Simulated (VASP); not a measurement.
Here is a VASP 6.6.1 calculation.

Contents of INCAR:

```
SYSTEM = TaC
  PREC = Accurate
  ENCUT = 600
  EDIFF = 1E-6
  ISMEAR = 1
  SIGMA = 0.15
  LREAL = .False.
  LASPH = .True.
  NELM = 120
  ALGO = Normal
  ISIF = 2
  LWAVE = .False.
  LCHARG = .False.
  GGA = PE
  IVDW = 12
  NBANDS = 14
  GGA_COMPAT = .False.
```

The input KPOINTS:

```
Automatic mesh
0
Gamma
  11 11 11
  0 0 0
```

POSCAR

```
TaC
1.0
    0.0000000000      2.1462829020      2.1462829020
    2.1462829020      0.0000000000      2.1462829020
    2.1462829020      2.1462829020      0.0000000000
Ta C
1 1
Direct
    0.0000000000      0.0000000000      0.0000000000
    0.5000000000      0.5000000000      0.5000000000
```

Potentials or basis: VASP PAW PBE potentials, release 64 (Ta_pv, C).

The run is started by

```sh
$ cat potpaw_PBE.64/Ta_pv/POTCAR potpaw_PBE.64/C/POTCAR > POTCAR
$ mpirun -np 1 vasp_std > vasp.out
```

Predict the pressure.

45.1 GPa.

Predict the dispersion energy per atom.

-0.517 eV.

Caveat: pairwise dispersion overbinds metals, which lowers pressure and volume.
